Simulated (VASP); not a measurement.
Runs of VASP 6.6.1 on Ge. The structure is that of space group Fd-3m (No. 227), or close to it. The cells are those of the table. 

```csv
task,cell,cutoff (eV),gap on the mesh (eV),pressure (GPa)
single point,"a = 3.870 Å, angles 60.0°, 2 atoms",520,0.64,(c)
relaxation of cell and atoms,"relaxed to 5 GPa from a = 4.002 Å, angles 60.0°, 2 atoms",600,(b),5.0
single point,"a = 4.012 Å, angles 60.0°, 2 atoms",520,(a),0.1
relaxation of cell and atoms,"relaxed from a = 4.002 Å, angles 60.0°, 2 atoms",600,0.31,0.0
single point,"a = 3.775 Å, angles 60.0°, 2 atoms",520,0.51,20.2
```

Alike in all rows: level r2SCAN; potentials or basis VASP PAW PBE potentials, release 64 (Ge_d); no spin polarisation; k mesh 8 × 8 × 8; smearing fermi-dirac 0.05 eV.

Question: Fill in the values left out.

Answer: (a) 0.32; (b) 0.62; (c) 10.1.

Caveats: the PAW data sets were made with another functional, which shifts forces and pressure a little; the cell is relaxed towards a set pressure, so the enthalpy falls and the energy may rise (some runs).

A k mesh can miss the band edges, and the runs leave out spin-orbit coupling on Ge.
